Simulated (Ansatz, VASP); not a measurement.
**Two plane-wave programs on AlNi**

```
Ni Al
1.0
     2.89000    0.00000    0.00000
     0.00000    2.89000    0.00000
     0.00000    0.00000    2.89000
Ni Al
1 1
Cartesian
  0.0346 0.0346 0.0346
  1.4450 1.4450 1.4450
```

Alike in both runs: task single point; functional PBE; k mesh 4 × 4 × 4; occupations fermi-dirac, width 0.1 eV; no spin polarisation.

|  | VASP | Ansatz |
| --- | --- | --- |
| version | VASP 6.6.1 | Ansatz 0.2.0 development build |
| potentials or method | VASP PAW PBE potentials, release 64 (Ni, Al) | plane waves, PAW datasets (generated hard set |
| plane-wave cutoff (eV) | 520 | 700 |
| valence electrons in the cell | 13 | 29 |

|  | VASP | Ansatz | Ansatz less VASP |
| --- | --- | --- | --- |
| rms of the force components (eV/Å) | 0.196 | 0.196 | -0.0005 |

Atom by atom the forces differ by 0.001 eV/Å (rms over components). VASP's potentials hold 13 valence electrons a cell and Ansatz's 29, so a difference there can come from the potentials and not from the codes. Ansatz's warnings: cutoff auto derived.

The k mesh is coarse, so the values compare programs but aren't converged.
